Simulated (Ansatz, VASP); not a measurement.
# One calculation of MgSc2C2, two programs

```
Mg Sc C
1.0
    -1.64261    2.45230    4.22364
     1.64261   -2.45230    4.22364
     1.64261    2.45230   -4.22364
Mg Sc C
1 2 2
Direct
  0.00000 0.00000 0.00000
  0.31167 0.81167 0.50000
  0.68833 0.18833 0.50000
  0.64874 0.50000 0.14874
  0.35126 0.50000 0.85126
```

Change from the starting cell: species swapped into the Tm2GaNi2 type (Immm, No. 71).

Alike in both runs: functional PBE; k mesh 14 × 14 × 14; occupations gaussian, width 0.1 eV; no spin polarisation.

Ansatz relaxed the structure, and its values are those at the end. VASP's run is a single point on that final structure, the one shown.

```csv
,VASP,Ansatz
version,VASP 6.6.1,Ansatz 0.2.0
potentials or method,"VASP PAW PBE potentials, release 64 (Mg, Sc_sv, C), cutoff 520 eV","scalar-relativistic, plane waves, PAW"
valence electrons in the cell,32,40
```

|  | VASP | Ansatz | Ansatz less VASP |
| --- | --- | --- | --- |
| gap on the k mesh at the Fermi level (eV) | none | none | - |
| pressure (GPa) | 0.3 | 0.0 | -0.27 |
| rms of the force components (eV/Å) | 0.036 | 0.002 | -0.0335 |

A gap of «none» marks a metal or a gap that the smearing closes. VASP's potentials hold 32 valence electrons a cell and Ansatz's 40, so a difference there can come from the potentials and not from the codes.
